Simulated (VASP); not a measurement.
Input of a VASP 6.6.1 run:

File INCAR:

```
SYSTEM = Rb
PREC = Accurate ; ENCUT = 520
EDIFF = 1E-7 ; ISMEAR = 0
SIGMA = 0.1 ; LREAL = .False.
LASPH = .True. ; NELM = 60
ALGO = Fast ; ISIF = 2
LWAVE = .False. ; LCHARG = .False.
GGA = PE ; NBANDS = 26
```

The input KPOINTS:

```
regular mesh
0
Gamma
  4 4 2
  0 0 0
```

File POSCAR:

```
Rb
1.0
    5.7400000000      0.0000000000      0.0000000000
    0.0000000000      4.6400000000      0.0000000000
    0.0000000000      0.0000000000     12.3800000000
Rb
4
Direct
    0.0470000000      0.2500000000      0.8930000000
    0.4530000000      0.7500000000      0.3930000000
    0.5470000000      0.2500000000      0.6070000000
    0.9530000000      0.7500000000      0.1070000000
```

Potentials or basis: VASP PAW PBE potentials, release 64 (Rb_sv).

The run is started by

```bash
$ cat potpaw_PBE.64/Rb_sv/POTCAR > POTCAR
$ mpirun -np 1 vasp_std > vasp.out
```

(1) What does it give for the band gap on the k mesh?

(2) Estimate the pressure.

(3) Predict the largest force.

Results:

(1) zero (bands 18 and 19 overlap by 1.51 eV).

(2) 1.2 GPa.

(3) 0.771 eV/Å.
